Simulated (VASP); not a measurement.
# ZnS (F-43m) in VASP: a series of runs

The runs below take ZnS through vibrations by perturbation theory, with LDA.

All numbers are computed with VASP 6.6.1; they aren't measurements. Logs are shortened: lines on timing, memory, paths and dates and some standing lists are left out, and cuts for length are marked.

## 1. The cell of the first run

Symmetry: F-43m, No. 216, cubic system. The conventional cell has a = 5.261 Å, b = 5.261 Å, c = 5.261 Å, α = 90.00°, β = 90.00°, γ = 90.00°. Zn (site symmetry -43m) has 4 S at 2.28 Å within 3.0 Å. Within 3.0 Å of S (site symmetry -43m) lie 4 Zn at 2.28 Å.

## 2. Vibrations by perturbation theory, LDA (phonons at volume x 0.98)

The input, INCAR:

```
PREC = Accurate ; ENCUT = 520
EDIFF = 1E-8 ; ISMEAR = 0
SIGMA = 0.01 ; LREAL = False
LASPH = True ; NELM = 80
ALGO = Normal ; ISIF = 2
LWAVE = False ; LCHARG = True
GGA = CA ; IBRION = 8
NSW = 1 ; LEPSILON = True
```

The input, KPOINTS:

```
regular mesh
0
Gamma
  10 10 10
```

The input, POSCAR:

```
ZnS
1.0
    0.0000000000      2.6305700417      2.6305700417
    2.6305700417      0.0000000000      2.6305700417
    2.6305700417      2.6305700417      0.0000000000
Zn S
1 1
Direct
    0.0000000000      0.0000000000      0.0000000000
    0.7500000000      0.7500000000      0.7500000000
```

Potentials or basis: VASP PAW LDA potentials, release 64 (Zn, S).

The run is started by

```bash
> cat potpaw_LDA.64/Zn/POTCAR potpaw_LDA.64/S/POTCAR > POTCAR
> mpirun -np 1 vasp_std > vasp.out
```

OUTCAR:

```text
PREC = Accurate
   ENCUT = 520
   EDIFF = 1E-8
   ISMEAR = 0
   LREAL = False
   LASPH = True
   NELM = 80
   ISIF = 2
   GGA = CA
   IBRION = 8
   NSW = 1
   LEPSILON = True

 ion  position               nearest neighbor table
   1  0.000  0.000  0.000-   2 2.28   2 2.28   2 2.28   2 2.28
   2  0.750  0.750  0.750-   1 2.28   1 2.28   1 2.28   1 2.28

  LATTYP: Found a face centered cubic cell.
 ALAT       =     5.2611400834

  Lattice vectors:

 A1 = (   0.0000000000,   2.6305700417,   2.6305700417)
 A2 = (   2.6305700417,   0.0000000000,   2.6305700417)
 A3 = (   2.6305700417,   2.6305700417,   0.0000000000)

Analysis of symmetry for initial positions (statically):
=====================================================================
 Subroutine PRICEL returns:
 Original cell was already a primitive cell.

 Routine SETGRP: Setting up the symmetry group for a
 face centered cubic supercell.

 Subroutine GETGRP returns: Found 24 space group operations
 (whereof 24 operations were pure point group operations)
 out of a pool of 48 trial point group operations.

The static configuration has the point symmetry T_d .

Analysis of symmetry for dynamics (positions and initial velocities):
=====================================================================
 Subroutine PRICEL returns:
 Original cell was already a primitive cell.

 Routine SETGRP: Setting up the symmetry group for a
 face centered cubic supercell.

 Subroutine GETGRP returns: Found 24 space group operations
 (whereof 24 operations were pure point group operations)
 out of a pool of 48 trial point group operations.

The dynamic configuration has the point symmetry T_d .

 Subroutine INISYM returns: Found 24 space group operations
 (whereof 24 operations are pure point group operations),
 and found     1 'primitive' translations

----------------------------------------------------------------------------------------

                                     Primitive cell

  volume of cell :      36.4066

  direct lattice vectors                    reciprocal lattice vectors
     0.000000000  2.630570042  2.630570042    -0.190072871  0.190072871  0.190072871
     2.630570042  0.000000000  2.630570042     0.190072871 -0.190072871  0.190072871
     2.630570042  2.630570042  0.000000000     0.190072871  0.190072871 -0.190072871

  length of vectors
     3.720187830  3.720187830  3.720187830     0.329215870  0.329215870  0.329215870

  position of ions in fractional coordinates (direct lattice)
     0.000000000  0.000000000  0.000000000
     0.750000000  0.750000000  0.750000000

  ion indices of the primitive-cell ions
   primitive index   ion index
                 1           1
                 2           2

----------------------------------------------------------------------------------------

 KPOINTS: regular mesh

Automatic generation of k-mesh.
 Grid dimensions read from file:
 generate k-points for:   10   10   10

 Generating k-lattice:

  Cartesian coordinates                     Fractional coordinates (reciprocal lattice)
    -0.019007287  0.019007287  0.019007287     0.100000000  0.000000000  0.000000000
     0.019007287 -0.019007287  0.019007287     0.000000000  0.100000000  0.000000000
[... 532 lines left out ...]
  ---------------------------------------------------
  free energy    TOTEN  =        -0.54401878 eV

  energy without entropy =       -0.54401878

------------------------ aborting loop because EDIFF is reached ----------------------------------------

--------------------------------------- Ionic step        2  -------------------------------------------

------------------------ aborting loop because EDIFF is reached ----------------------------------------

--------------------------------------- Ionic step        3  -------------------------------------------

------------------------ aborting loop because EDIFF is reached ----------------------------------------

 PIEZOELECTRIC TENSOR FIELD DIRECTION 3  (e Angst)
 -----------------------------------------------------------------------------
    -0.00089  1.47284  0.00000           ( -0.00000 -0.01611  0.00000)
     1.47284 -0.00089  0.00000           ( -0.01611 -0.00000  0.00000)
     0.00000  0.00000  0.00019           (  0.00000  0.00000 -0.00000)

 PIEZOELECTRIC TENSOR FIELD DIRECTION 3  (C/m^2)
 -----------------------------------------------------------------------------
    -0.00039  0.64817  0.00000
     0.64817 -0.00039  0.00000
     0.00000  0.00000  0.00008

--------------------------------------- Ionic step        4  -------------------------------------------

------------------------ aborting loop because EDIFF is reached ----------------------------------------

[... ionic steps 5 to 6 ...]

--------------------------------------- Ionic step        7  -------------------------------------------

 Free energy of the ion-electron system (eV)
  ---------------------------------------------------
  ---------------------------------------------------
  free energy    TOTEN  =        -0.10374176 eV

  energy without entropy =       -0.10374176

------------------------ aborting loop because EDIFF is reached ----------------------------------------

 INTERNAL STRAIN TENSOR  FOR ION    2  DIRECTION 1   (eV/Angst):
 -----------------------------------------------------------------------------
    -0.01692  0.00000  0.00000
     0.00000  0.01713  7.47390
     0.00000  7.47390  0.01713

 MACROSCOPIC STATIC DIELECTRIC TENSOR (including local field effects in DFT)
 ------------------------------------------------------
           6.141217    -0.000000     0.000000
           0.000000     6.141217     0.000000
          -0.000000     0.000000     6.141217
 ------------------------------------------------------

 PIEZOELECTRIC TENSOR (including local field effects)  for field in x, y, z        (e  Angst)
          XX          YY          ZZ          XY          YZ          ZX
  --------------------------------------------------------------------------------
  x    -0.00000    -0.00000     0.00000     0.00000     1.48474     0.00000
  y     0.00000    -0.00000     0.00000     0.00000     0.00000     1.48474
  z     0.00000     0.00000     0.00000     1.48474     0.00000     0.00000

 PIEZOELECTRIC TENSOR (including local field effects)  for field in x, y, z        (C/m^2)
          XX          YY          ZZ          XY          YZ          ZX
  --------------------------------------------------------------------------------
  x    -0.00000    -0.00000     0.00000     0.00000     0.65341     0.00000
  y     0.00000    -0.00000     0.00000     0.00000     0.00000     0.65341
  z     0.00000     0.00000     0.00000     0.65341     0.00000     0.00000

 BORN EFFECTIVE CHARGES (including local field effects) (in |e|, cummulative output)
 ---------------------------------------------------------------------------------
 ion    1
    1     1.88438    -0.00000     0.00000
    2     0.00000     1.88438    -0.00000
    3    -0.00000     0.00000     1.88438
 ion    2
    1    -1.88438     0.00000    -0.00000
    2    -0.00000    -1.88438     0.00000
    3     0.00000    -0.00000    -1.88438

 INTERNAL STRAIN TENSOR FOR ION    2 for displacements in x,y,z  (eV/Angst):
          X           Y           Z          XY          YZ          ZX
  --------------------------------------------------------------------------------
  x    -0.00000     0.00000     0.00000     0.00000     7.47390     0.00000
  y     0.00000     0.00000     0.00000     0.00000     0.00000     7.47390
  z     0.00000     0.00000    -0.00000     7.47390     0.00000     0.00000

 SECOND DERIVATIVES (NOT SYMMETRIZED)
 ------------------------------------
               1X          1Y          1Z          2X          2Y          2Z
  1X    -7.235151    0.000000    0.000000    7.235151    0.000000    0.000000
  1Y     0.000000   -7.235151    0.000000    0.000000    7.235151    0.000000
  1Z     0.000000    0.000000   -7.235151    0.000000    0.000000    7.235151
  2X     7.242749    0.000000    0.000000   -7.242749    0.000000    0.000000
  2Y     0.000000    7.242749    0.000000    0.000000   -7.242749    0.000000
  2Z     0.000000    0.000000    7.242749    0.000000    0.000000   -7.242749

 Eigenvectors and eigenvalues of the dynamical matrix
 ----------------------------------------------------

   1 f  =    9.068881 THz    56.981462 2PiTHz  302.505320 cm-1    37.505863 meV
             X         Y         Z           dx          dy          dz
      0.000000  0.000000  0.000000     0.573257    0.011646    0.006316
      3.945855  3.945855  3.945855    -0.819050   -0.016639   -0.009024
[... 21 lines left out ...]
   6 f/i=    0.002236 THz     0.014048 2PiTHz    0.074580 cm-1     0.009247 meV
             X         Y         Z           dx          dy          dz
      0.000000  0.000000  0.000000    -0.526503    0.579310   -0.241652
      3.945855  3.945855  3.945855    -0.368502    0.405462   -0.169133

--------------------------------------------------------------------------------------------------------

 MACROSCOPIC STATIC DIELECTRIC TENSOR IONIC CONTRIBUTION
 ------------------------------------------------------
           2.438079     0.000000    -0.000000
           0.000000     2.438079    -0.000000
          -0.000000    -0.000000     2.438079
 ------------------------------------------------------

 ELASTIC MODULI CONTR FROM IONIC RELAXATION (kBar)
 Direction    XX          YY          ZZ          XY          YZ          ZX
 --------------------------------------------------------------------------------
 XX          -0.0000     -0.0000      0.0000     -0.0000      0.0000     -0.0000
 YY          -0.0000     -0.0000     -0.0000     -0.0000     -0.0000     -0.0000
 ZZ           0.0000     -0.0000     -0.0000      0.0000     -0.0000     -0.0000
 XY          -0.0000     -0.0000      0.0000   -338.9307      0.0000      0.0000
 YZ           0.0000     -0.0000     -0.0000      0.0000   -338.9307     -0.0000
 ZX          -0.0000     -0.0000     -0.0000      0.0000     -0.0000   -338.9307
 --------------------------------------------------------------------------------

 PIEZOELECTRIC TENSOR IONIC CONTR  for field in x, y, z        (C/m^2)
          XX          YY          ZZ          XY          YZ          ZX
  --------------------------------------------------------------------------------
  x     0.00000    -0.00000    -0.00000     0.00000    -0.85537    -0.00000
  y    -0.00000    -0.00000    -0.00000     0.00000    -0.00000    -0.85537
  z    -0.00000    -0.00000     0.00000    -0.85537     0.00000     0.00000
```

It took 8.7 min on 1 thread of Intel Xeon 6975P-C (Granite Rapids), shared host; peak memory 0.32 GiB.

Results:

```
Electronic dielectric tensor (diagonal)                 : 6.14
Born charges (mean of the diagonal)                     : Zn +1.88; S -1.88 e
Highest phonon frequency at Γ, LO-TO splitting left out : 303 cm⁻¹
```

Phonon frequencies in cm⁻¹ (negative: imaginary):
```
              q point        frequencies
(0.000, 0.000, 0.000)  0 0 0 303 303 303
```

Electronic dielectric tensor:
```
6.14 0.00 0.00
0.00 6.14 0.00
0.00 0.00 6.14
```

Born effective charge tensors (e):
atom 1, Zn
```
1.88 0.00 0.00
0.00 1.88 0.00
0.00 0.00 1.88
```
atom 2, S
```
-1.88  0.00  0.00
 0.00 -1.88  0.00
 0.00  0.00 -1.88
```

Caveat: the cell differs from its parent crystal (phonons at volume x 0.98); the cell wasn't relaxed at this level first, which shifts response properties.

(Continued in part 2 of 2.)
